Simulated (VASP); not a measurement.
**LiF: single point with PBE**

The system is LiF.

```
Li F
1.0
    -0.05546    1.99926    1.99926
     1.99926   -0.05546    1.99926
     1.99926    1.99926   -0.05546
Li F
1 1
Direct
  0.00000 0.00000 0.00000
  0.50000 0.50000 0.50000
```

This cell differs from its parent crystal: epitaxial 111 strain +3.0%.

| Item | Value |
| --- | --- |
| Program | VASP 6.6.1 |
| Task | single point |
| Functional | PBE |
| Potentials or basis | VASP PAW PBE potentials, release 64 (Li_sv, F) |
| Cutoff | 520 eV |
| k mesh | 6 × 6 × 6 |
| Occupations | gaussian, width 0.01 eV |
| Spin | no spin polarisation |
| Dipole correction | no |
| Further INCAR settings | ALGO = Normal; EDIFF = 1e-06; NBANDS = 12 |

| Property | Result |
| --- | --- |
| Band gap on the k mesh | 8.78 eV, direct |

Levels at points of the mesh, in eV from the valence-band top:
```tsv
k point	band 3	band 4	band 5	band 6	band 7	band 8
(0.00, 0.00, 0.00)	-0.20	-0.20	0.00	8.78	23.43	23.43
(0.50, 0.00, 0.00)	-2.61	-0.37	-0.26	10.57	16.23	18.56
(0.50, 0.50, 0.00)	-3.06	-1.23	-0.98	14.47	16.20	17.14
(0.50, 0.50, 0.50)	-2.56	-0.47	-0.47	10.39	16.83	18.09
```

Wall time 3.9 s on 1 thread of Intel(R) Xeon(R) Platinum 8488C (Sapphire Rapids), with other jobs on the host, peak memory 0.13 GiB.

Caveat: the k points lie up to 0.44 Å⁻¹ apart; the cell differs from its parent crystal (epitaxial 111 strain +3.0%).
